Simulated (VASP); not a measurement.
NaSrYWO6: single point with PBE

NaSrYWO6:

```
Na Sr Y W O
1.0
     0.00000    4.14643    4.14643
     4.14643    0.00000    4.14643
     4.14643    4.14643    0.00000
Na Sr Y W O
1 1 1 1 6
Cartesian
  2.0994 2.0739 2.0739
  6.2075 6.2193 6.2193
  4.1468 4.1464 4.1464
  -0.0001 0.0000 0.0000
  1.9329 4.1505 4.1505
  6.3682 4.1426 4.1426
  4.1473 3.9969 6.3642
  4.1552 4.2962 1.9289
  4.1552 1.9289 4.2962
  4.1473 6.3642 3.9969
```

This cell differs from its parent crystal: mode 22 (392.5 1/cm) frozen in, largest displacement +0.150 Å.

```yaml
Program: VASP 6.6.1
Task: single point
Functional: PBE
Potentials_or_basis: VASP PAW PBE potentials, release 64 (Na_pv, Sr_sv, Y_sv, W_sv, O)
Cutoff: 520 eV
k_mesh: 6 × 6 × 6
Occupations: gaussian, width 0.05 eV
Spin: no spin polarisation
```

```yaml
Pressure: 0.5 GPa
Largest_force: 1.425 eV/Å
Band_gap_on_the_k_mesh: 2.34 eV, direct
```

Forces in eV/Å, atoms in the order of the input:
```
Na  -0.332 -0.009 -0.009
Sr   0.576  0.015  0.015
Y   -0.018 -0.001 -0.001
W    0.018  0.001  0.001
O    0.086 -0.038 -0.038
O   -0.168  0.036  0.036
O   -0.004  1.400 -0.245
O   -0.078 -1.402  0.242
O   -0.078  0.242 -1.402
O   -0.004 -0.245  1.400
```

Stress tensor (GPa, compression positive):
```
 0.46 -0.11 -0.11
-0.11  0.57 -3.24
-0.11 -3.24  0.57
```

Levels at points of the mesh, in eV from the valence-band top:
| k point | band 36 | band 37 | band 38 | band 39 | band 40 | band 41 | band 42 | band 43 |
| --- | --- | --- | --- | --- | --- | --- | --- | --- |
| (0.00, 0.00, 0.00) | -0.46 | -0.09 | -0.08 | 0.00 | 2.34 | 2.43 | 2.60 | 4.05 |
| (0.50, 0.00, 0.00) | -0.67 | -0.58 | -0.46 | -0.35 | 3.28 | 3.32 | 3.55 | 5.61 |
| (0.00, 0.50, 0.00) | -0.89 | -0.60 | -0.53 | -0.22 | 3.05 | 3.24 | 3.61 | 5.84 |
| (0.50, 0.50, 0.50) | -0.67 | -0.58 | -0.45 | -0.36 | 3.29 | 3.33 | 3.55 | 5.61 |
| (0.50, 0.50, 0.00) | -1.08 | -0.78 | -0.71 | -0.10 | 2.43 | 3.73 | 3.91 | 6.20 |
| (0.00, 0.50, 0.50) | -1.26 | -0.80 | -0.50 | -0.03 | 2.41 | 3.78 | 4.07 | 5.96 |

Wall time 4.2 min on 1 × NVIDIA H100 80GB with 1 thread of AMD EPYC 7R13 Processor (Zen 3), on a shared host, peak memory 1.7 GiB.

Caveat: the cell differs from its parent crystal (mode 22 (392.5 1/cm) frozen in, largest displacement +0.150 Å); spin-orbit coupling is left out, which moves the levels of the heavy elements; forces of over 1 eV/Å act on the atoms, so gaps and moduli don't describe the material at rest. A k mesh can miss the band edges.
